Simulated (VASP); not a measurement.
# KMgH3 (Cmmm) in VASP: notebook

The runs below take KMgH3 through single point, with LDA.

All numbers are computed with VASP 6.6.1; they aren't measurements. Logs are shortened: lines on timing, memory, paths and dates and some standing lists are left out, and cuts for length are marked.

### 1 The cell of the first run

The structure is orthorhombic, space group Cmmm (No. 65). Conventional cell: a = 5.657 Å, b = 5.728 Å, c = 4.025 Å, α = 90.00°, β = 90.00°, γ = 90.00°. K (site symmetry mmm) has 12 H at 2.83 to 2.86 Å and 8 Mg at 3.47 to 3.50 Å within 3.7 Å. Within 2.7 Å of Mg (site symmetry mmm) lie 6 H at 2.01 Å. Within 2.7 Å of H (site symmetry mmm) lie 2 Mg at 2.01 Å. Within 2.7 Å of H (site symmetry 2/m) lie 2 Mg at 2.01 Å.

### 2 Single point, LDA (strain +0.0125 x Voigt [0, 0, 0, 1, 0, 0])

Contents of INCAR:

```
SYSTEM = KMgH3
PREC = Accurate ; ENCUT = 520
EDIFF = 1E-6 ; ISMEAR = 0
SIGMA = 0.05 ; LREAL = .FALSE.
LASPH = .TRUE. ; NELM = 80
ALGO = Normal ; ISIF = 2
LWAVE = .FALSE. ; LCHARG = .FALSE.
NBANDS = 15
```

Contents of KPOINTS:

```
Automatic mesh
0
G
  8 8 8
  0 0 0
```

Contents of POSCAR:

```
KMgH3
1.0
    4.0250000000      0.0000000000      0.0000000000
    0.0000000000      4.0250000000      0.0251562500
    0.0000000000      0.0251562500      4.0250000000
K Mg H
1 1 3
Direct
    0.0000000000      0.0000000000      0.0000000000
    0.5000000000      0.5000000000      0.5000000000
    0.0000000000      0.5000000000      0.5000000000
    0.5000000000      0.0000000000      0.5000000000
    0.5000000000      0.5000000000      0.0000000000
```

Potentials or basis: VASP PAW LDA potentials, release 64 (K_sv, Mg, H).

Run with:

```bash
$ cat potpaw_LDA.64/K_sv/POTCAR potpaw_LDA.64/Mg/POTCAR potpaw_LDA.64/H/POTCAR > POTCAR
$ mpirun -np 1 vasp_std > vasp.out
```

OUTCAR:

```text
SYSTEM = KMgH3
   PREC = Accurate
   ENCUT = 520
   EDIFF = 1E-6
   ISMEAR = 0
   LREAL = .FALSE.
   LASPH = .TRUE.
   NELM = 80
   ISIF = 2

 ion  position               nearest neighbor table
   1  0.000  0.000  0.000-   2 3.47   2 3.47   2 3.47   2 3.47   2 3.50   2 3.50   2 3.50   2 3.50

   2  0.500  0.500  0.500-   3 2.01   3 2.01   5 2.01   5 2.01   4 2.01   4 2.01   1 3.47   1 3.47
                             1 3.47   1 3.47   1 3.50   1 3.50   1 3.50   1 3.50
   3  0.000  0.500  0.500-   2 2.01   2 2.01
   4  0.500  0.000  0.500-   2 2.01   2 2.01
   5  0.500  0.500  0.000-   2 2.01   2 2.01

  LATTYP: Found a base centered orthorhombic cell.
 ALAT       =     5.6566332786
 B/A-ratio  =     1.0125786164
 C/A-ratio  =     0.7115539936

  Lattice vectors:

 A1 = (   0.0000000000,  -0.0251562500,  -4.0250000000)
 A2 = (   0.0000000000,   4.0250000000,   0.0251562500)
 A3 = (   4.0250000000,   0.0000000000,   0.0000000000)

Analysis of symmetry for initial positions (statically):
=====================================================================
 Subroutine PRICEL returns:
 Original cell was already a primitive cell.

 Routine SETGRP: Setting up the symmetry group for a
 base centered orthorhombic supercell.

 Subroutine GETGRP returns: Found  8 space group operations
 (whereof  8 operations were pure point group operations)
 out of a pool of  8 trial point group operations.

The static configuration has the point symmetry D_2h.

Analysis of symmetry for dynamics (positions and initial velocities):
=====================================================================
 Subroutine PRICEL returns:
 Original cell was already a primitive cell.

 Routine SETGRP: Setting up the symmetry group for a
 base centered orthorhombic supercell.

 Subroutine GETGRP returns: Found  8 space group operations
 (whereof  8 operations were pure point group operations)
 out of a pool of  8 trial point group operations.

The dynamic configuration has the point symmetry D_2h.

 Subroutine INISYM returns: Found  8 space group operations
 (whereof  8 operations are pure point group operations),
 and found     1 'primitive' translations

----------------------------------------------------------------------------------------

                                     Primitive cell

  volume of cell :      65.2050

  direct lattice vectors                    reciprocal lattice vectors
     4.025000000  0.000000000  0.000000000     0.248447205  0.000000000  0.000000000
     0.000000000  4.025000000  0.025156250     0.000000000  0.248456910 -0.001552856
     0.000000000  0.025156250  4.025000000     0.000000000 -0.001552856  0.248456910

  length of vectors
     4.025000000  4.025078613  4.025078613     0.248447205  0.248461763  0.248461763

  position of ions in fractional coordinates (direct lattice)
     0.000000000  0.000000000  0.000000000
     0.500000000  0.500000000  0.500000000
     0.000000000  0.500000000  0.500000000
     0.500000000  0.000000000  0.500000000
     0.500000000  0.500000000  0.000000000

  ion indices of the primitive-cell ions
   primitive index   ion index
                 1           1
                 2           2
                 3           3
                 4           4
                 5           5

----------------------------------------------------------------------------------------

 KPOINTS: Automatic mesh

Automatic generation of k-mesh.
 Grid dimensions read from file:
 generate k-points for:    8    8    8

 Generating k-lattice:

  Cartesian coordinates                     Fractional coordinates (reciprocal lattice)
     0.031055901  0.000000000  0.000000000     0.125000000  0.000000000  0.000000000
     0.000000000  0.031057114 -0.000194107     0.000000000  0.125000000  0.000000000
     0.000000000 -0.000194107  0.031057114     0.000000000  0.000000000  0.125000000

  Length of vectors
     0.031055901  0.031057720  0.031057720

  Shift w.r.t. Gamma in fractional coordinates (k-lattice)
     0.000000000  0.000000000  0.000000000

 Subroutine IBZKPT returns following result:
 ===========================================

 Found    105 irreducible k-points:

 Following reciprocal coordinates:
            Coordinates               Weight
  0.000000  0.000000  0.000000      1.000000
  0.125000  0.000000  0.000000      2.000000
  0.250000  0.000000  0.000000      2.000000
  0.375000  0.000000  0.000000      2.000000
  0.500000  0.000000  0.000000      1.000000
  0.000000  0.125000  0.000000      4.000000
[... 16 lines left out ...]
  0.250000  0.500000  0.000000      4.000000
  0.375000  0.500000  0.000000      4.000000
 [... further k-points ...]
   k-points           NKPTS =    105   k-points in BZ     NKDIM =    105   number of bands    NBANDS=     15
   number of dos      NEDOS =    301   number of ions     NIONS =      5
   total plane-waves  NPLWV =  27000
   dimension x,y,z NGX =    30 NGY =   30 NGZ =   30
   dimension x,y,z NGXF=    60 NGYF=   60 NGZF=   60
   ions per type =               1   1   3
   NGX,Y,Z   is equivalent  to a cutoff of  12.39, 12.39, 12.39 a.u.
   NGXF,Y,Z  is equivalent  to a cutoff of  24.78, 24.78, 24.78 a.u.
 SYSTEM =  KMgH3
   PREC   = accura    normal or accurate (medium, high low for compatibility)
   ISTART =      0    job   : 0-new  1-cont  2-samecut
   ICHARG =      2    charge: 1-file 2-atom 10-const
   ISPIN  =      1    spin polarized calculation?
   LNONCOLLINEAR =      F non collinear calculations
   LSORBIT =      F    spin-orbit coupling
   LASPH  =      T    aspherical Exc in radial PAW
   ENCUT  =  520.0 eV  38.22 Ry    6.18 a.u.   7.48  7.48  7.48*2*pi/ulx,y,z
   NELM   =     80;   NELMIN=  2; NELMDL= -5     # of ELM steps
   EDIFF  = 0.1E-05   stopping-criterion for ELM
   LREAL  =      F    real-space projection
   EDIFFG = 0.1E-04   stopping-criterion for IOM
   NSW    =      0    number of steps for IOM
   IBRION =     -1    ionic relax: 0-MD 1-quasi-New 2-CG
   NFREE  =      0    steps in history (QN), initial steepest desc. (CG)
   ISIF   =      2    stress and relaxation
   ISYM   =      2    0-nonsym 1-usesym 2-fastsym
   POTIM  = 0.5000    time-step for ionic-motion
   TEBEG  =    0.0;   TEEND  =   0.0 temperature during run
   PSTRESS=    0.0 pullay stress
   NELECT =      14.0000    total number of electrons
   NUPDOWN=      -1.0000    fix difference up-down
   EMIN   =  10.00;   EMAX   =-10.00  energy-range for DOS
   EFERMI =   0.00;   METHOD = LEGACY
   ISMEAR =     0;   SIGMA  =   0.05  broadening in eV -4-tet -1-fermi 0-gaus
   EFERMI_NEDOS =   21; number of points for ismear=-14 and -15
   IALGO  =     38    algorithm
   IMIX   =      4    mixing-type and parameters
     AMIX     =   0.40;   BMIX     =  1.00
     AMIX_MAG =   1.60;   BMIX_MAG =  1.00
  volume/ion in A,a.u.               =      13.04        88.00
  Fermi-wavevector in a.u.,A,eV,Ry     =   0.980296  1.852491 13.074933  0.960980
  Thomas-Fermi vector in A             =   2.111215
   LORBIT       =      0    0 simple, 1 ext, 2 COOP (PROOUT), +10 PAW based schemes
   GGA     = CA    functional components
   LHFCALC =     F    Hartree Fock is set to
   AEXX    =    0.0000 exact exchange contribution
   IVDW    =     0    specifies the selected vdW correction
   LEPSILON=     F    determine dielectric tensor
   LRPA    =     F    only Hartree local field effects (RPA)
 non-spin polarized calculation
 Gauss-broadening in eV      SIGMA  =   0.05
  energy-cutoff  :      520.00
  volume of cell :       65.20
 maximum number of plane-waves:      1779
 NGX is ok and might be reduce to    30
   NGX = 15   NGY = 15   NGZ = 15

 number of electron      13.9999997 magnetization

 Free energy of the ion-electron system (eV)
  ---------------------------------------------------
  ext. energy  EPLUGINS =         0.00000000
  ---------------------------------------------------
  free energy    TOTEN  =       -15.08661354 eV

  energy without entropy =      -15.08661354  energy(sigma->0) =      -15.08661354

 E-fermi :  -0.0804     XC(G=0):  -8.8114

 val. band max:       -0.2898469819   @ k =   0.5000   0.0000   0.0000
 cond. band min:       1.7626716822   @ k =   0.5000   0.5000   0.5000
 fundamental gap:      2.0525186641
 Fermi energy:        -0.0804379648

 k-point     1 :       0.0000    0.0000    0.0000
  band No.  band energies     occupation
      1     -29.0086      2.00000
      2     -12.7099      2.00000
      3     -12.7069      2.00000
      4     -12.7037      2.00000
      5      -5.9207      2.00000
      6      -0.7857      2.00000
      7      -0.7841      2.00000
      8       5.1970      0.00000
      9       5.1990      0.00000
     10       5.2024      0.00000
     11       7.5473      0.00000
     12       7.5566      0.00000
     13       8.4273      0.00000
     14       8.4646      0.00000
     15       8.4909      0.00000

 k-point     2 :       0.1250    0.0000    0.0000
  band No.  band energies     occupation
      1     -29.0067      2.00000
      2     -12.7470      2.00000
      3     -12.7067      2.00000
      4     -12.7005      2.00000
      5      -5.7686      2.00000
      6      -1.0432      2.00000
      7      -0.7213      2.00000
      8       5.1342      0.00000
      9       5.1431      0.00000
     10       5.2726      0.00000
     11       7.1172      0.00000
     12       7.7049      0.00000
     13       8.4298      0.00000
     14       8.4625      0.00000
     15       8.5333      0.00000
[... 365 lines left out ...]
      3     -12.7960      2.00000
      4     -12.6747      2.00000
      5      -3.9108      2.00000
      6      -2.7709      2.00000
      7      -1.2120      2.00000
      8       4.1936      0.00000
      9       5.2411      0.00000
     10       5.2757      0.00000
     11       6.8466      0.00000
     12       6.9822      0.00000
     13       8.5813      0.00000
     14       9.2195      0.00000
     15       9.6838      0.00000

 k-point    24 :       0.3750    0.5000    0.0000
  band No.  band energies     occupation
      1     -28.9849      2.00000
      2     -12.9128      2.00000
      3     -12.8721      2.00000
      4     -12.6674      2.00000
      5      -3.5615      2.00000
      6      -2.4414      2.00000
      7      -1.9088      2.00000
      8       3.3189      0.00000
      9       5.5849      0.00000
     10       5.8112      0.00000
     11       6.4766      0.00000
     12       7.7837      0.00000
     13       8.0386      0.00000
     14       8.6501      0.00000
     15       9.8367      0.00000

 [... further k-points ...]

------------------------ aborting loop because EDIFF is reached ----------------------------------------

  FORCE on cell =-STRESS in cart. coord.  units (eV):
  Direction    XX          YY          ZZ          XY          YZ          ZX
  --------------------------------------------------------------------------------------
  -------------------------------------------------------------------------------------
  Total       -1.3030351     -1.3017422     -1.3017422      0.0000000     -0.1841526      0.0000000
  in kB      -32.0173949    -31.9856277    -31.9856277      0.0000000     -4.5248868      0.0000000
  external PRESSURE =     -31.9962167 kB  Pullay stress =       0.0000000 kB

 VOLUME and BASIS-vectors are now :
 -----------------------------------------------------------------------------
  energy-cutoff  :      520.00
  volume of cell :       65.20
      direct lattice vectors                 reciprocal lattice vectors
     4.025000000  0.000000000  0.000000000     0.248447205  0.000000000  0.000000000
     0.000000000  4.025000000  0.025156250     0.000000000  0.248456910 -0.001552856
     0.000000000  0.025156250  4.025000000     0.000000000 -0.001552856  0.248456910

 POSITION                                       TOTAL-FORCE (eV/Angst)
 -----------------------------------------------------------------------------------
      0.00000      0.00000      0.00000         0.000000      0.000000      0.000000
      2.01250      2.02508      2.02508         0.000000      0.000000      0.000000
      0.00000      2.02508      2.02508         0.000000     -0.000000      0.000000
      2.01250      0.01258      2.01250         0.000000     -0.000000      0.000000
      2.01250      2.01250      0.01258         0.000000     -0.000000      0.000000
 -----------------------------------------------------------------------------------
    total drift:                                0.000000      0.000000     -0.000000

  FREE ENERGIE OF THE ION-ELECTRON SYSTEM (eV)
  ---------------------------------------------------
  free  energy   TOTEN  =       -15.0866135414 eV

  energy  without entropy=      -15.0866135414  energy(sigma->0) =      -15.08661354
```

Run time: 36 s. Hardware: 1 thread of Intel Xeon 6975P-C (Granite Rapids), shared host; peak memory 0.22 GiB.

Results:

```yaml
Free_energy: -15.0866 eV
Pressure: -3.2 GPa
Band_gap_on_the_k_mesh: 2.05 eV, indirect (least direct gap 4.18 eV)
```

Caveat: the cell differs from its parent crystal (strain +0.0125 x Voigt [0, 0, 0, 1, 0, 0]).

### 3 Single point, LDA (strain +0.0075 x Voigt [0, 0, 0, 1, 0, 0])

Contents of INCAR:

```
PREC = Accurate ; ENCUT = 520
EDIFF = 1E-6 ; ISMEAR = 0
SIGMA = 0.05 ; LREAL = False
LASPH = True ; NELM = 100
ALGO = Normal ; ISIF = 2
LWAVE = False ; LCHARG = False
GGA = CA ; NBANDS = 15
```

Contents of KPOINTS:

```
Automatic mesh
0
Gamma
  8 8 8
```

POSCAR, as its differences from that of step 2:

```diff
@@ -3,4 +3,4 @@
     4.0250000000      0.0000000000      0.0000000000
-    0.0000000000      4.0250000000      0.0251562500
-    0.0000000000      0.0251562500      4.0250000000
+    0.0000000000      4.0250000000      0.0150937500
+    0.0000000000      0.0150937500      4.0250000000
 K Mg H
```

Potentials or basis: VASP PAW LDA potentials, release 64 (K_sv, Mg, H).

Run with:

```bash
$ cat potpaw_LDA.64/K_sv/POTCAR potpaw_LDA.64/Mg/POTCAR potpaw_LDA.64/H/POTCAR > POTCAR
$ mpirun -np 1 vasp_std > vasp.out
```

It took 33 s on 1 thread of Intel Xeon 6975P-C (Granite Rapids), shared host; peak memory 0.23 GiB.

The run converged. Its results:

```yaml
Free_energy: -15.0873 eV
Pressure: -3.2 GPa
Band_gap_on_the_k_mesh: 2.05 eV, indirect (least direct gap 4.19 eV)
```

Stress tensor (GPa, compression positive):
```
-3.20  0.00  0.00
 0.00 -3.20 -0.27
 0.00 -0.27 -3.20
```

Levels at points of the mesh, in eV from the valence-band top:
| k point | band 3 | band 4 | band 5 | band 6 | band 7 | band 8 | band 9 | band 10 | band 11 | band 12 |
| --- | --- | --- | --- | --- | --- | --- | --- | --- | --- | --- |
| (0.00, 0.00, 0.00) | -12.42 | -12.41 | -5.63 | -0.49 | -0.49 | 5.49 | 5.49 | 5.49 | 7.84 | 7.85 |
| (0.50, 0.00, 0.00) | -12.40 | -12.39 | -3.93 | -2.88 | 0.00 | 5.03 | 5.07 | 5.53 | 7.32 | 8.52 |
| (0.00, 0.50, 0.00) | -12.39 | -12.39 | -3.93 | -2.88 | 0.00 | 5.05 | 5.05 | 5.54 | 7.32 | 8.52 |
| (0.50, 0.50, 0.00) | -12.61 | -12.37 | -3.02 | -2.00 | -2.00 | 3.26 | 6.01 | 6.58 | 6.59 | 7.61 |
| (0.00, 0.50, 0.50) | -12.61 | -12.37 | -3.02 | -2.02 | -1.97 | 3.26 | 6.01 | 6.58 | 6.59 | 7.61 |
| (0.50, 0.50, 0.50) | -12.56 | -12.56 | -2.19 | -2.17 | -2.14 | 2.05 | 5.32 | 5.36 | 5.39 | 10.03 |

Caveat: the cell differs from its parent crystal (strain +0.0075 x Voigt [0, 0, 0, 1, 0, 0]).

### 4 Single point, LDA (strain +0.0025 x Voigt [0, 0, 0, 1, 0, 0])

Contents of INCAR:

```
SYSTEM = KMgH3
  PREC = Accurate
  ENCUT = 520
  EDIFF = 1E-6
  ISMEAR = 0
  SIGMA = 0.05
  LREAL = .FALSE.
  LASPH = .TRUE.
  NELM = 80
  ALGO = Normal
  ISIF = 2
  LWAVE = .FALSE.
  LCHARG = .TRUE.
  LELF = .TRUE.
  LVHAR = .TRUE.
  NBANDS = 15
```

Contents of KPOINTS:

```
Automatic mesh
0
G
  8 8 8
  0 0 0
```

POSCAR, as its differences from that of step 3:

```diff
@@ -3,4 +3,4 @@
     4.0250000000      0.0000000000      0.0000000000
-    0.0000000000      4.0250000000      0.0150937500
-    0.0000000000      0.0150937500      4.0250000000
+    0.0000000000      4.0250000000      0.0050312500
+    0.0000000000      0.0050312500      4.0250000000
 K Mg H
```

Run with:

```bash
$ cat potpaw_LDA.64/K_sv/POTCAR potpaw_LDA.64/Mg/POTCAR potpaw_LDA.64/H/POTCAR > POTCAR
$ mpirun -np 1 vasp_std > vasp.out
```

Wall time 34 s (1 thread of Intel Xeon 6975P-C (Granite Rapids), shared host); peak memory 0.23 GiB.

Results (log left out):

```yaml
Free_energy: -15.0877 eV
Pressure: -3.2 GPa
Band_gap_on_the_k_mesh: 2.05 eV, indirect (least direct gap 4.21 eV)
```

Stress tensor (GPa, compression positive):
```
-3.20  0.00  0.00
 0.00 -3.20 -0.09
 0.00 -0.09 -3.20
```

Levels at points of the mesh, in eV from the valence-band top:
```tsv
k point	band 4	band 5	band 6	band 7	band 8	band 9	band 10	band 11
(0.00, 0.00, 0.00)	-12.42	-5.63	-0.49	-0.49	5.49	5.49	5.49	7.85
(0.50, 0.00, 0.00)	-12.39	-3.93	-2.88	0.00	5.04	5.06	5.53	7.32
(0.00, 0.50, 0.00)	-12.39	-3.93	-2.88	0.00	5.05	5.05	5.53	7.32
(0.50, 0.50, 0.00)	-12.37	-3.02	-2.00	-2.00	3.26	6.01	6.58	6.58
(0.00, 0.50, 0.50)	-12.37	-3.02	-2.01	-1.99	3.26	6.01	6.58	6.59
(0.50, 0.50, 0.50)	-12.56	-2.17	-2.17	-2.16	2.05	5.35	5.36	5.37
```

Caveat: the cell differs from its parent crystal (strain +0.0025 x Voigt [0, 0, 0, 1, 0, 0]). A k mesh can miss the band edges.

### 5 Summary

| cell | gap on the mesh (eV) | pressure (GPa) |
| --- | --- | --- |
| a = 4.025 Å, angles 89.3, 90.0, 90.0°, 5 atoms | 2.05 | -3.2 |
| a = 4.025 Å, angles 89.6, 90.0, 90.0°, 5 atoms | 2.05 | -3.2 |
| a = 4.025 Å, angles 89.9, 90.0, 90.0°, 5 atoms | 2.05 | -3.2 |

Alike in all rows: task single point; level LDA; potentials or basis VASP PAW LDA potentials, release 64 (K_sv, Mg, H); no spin polarisation; k mesh 8 × 8 × 8; cutoff (eV) 520; smearing gaussian 0.05 eV.

Absolute energies hang on the potentials; compare differences alone.
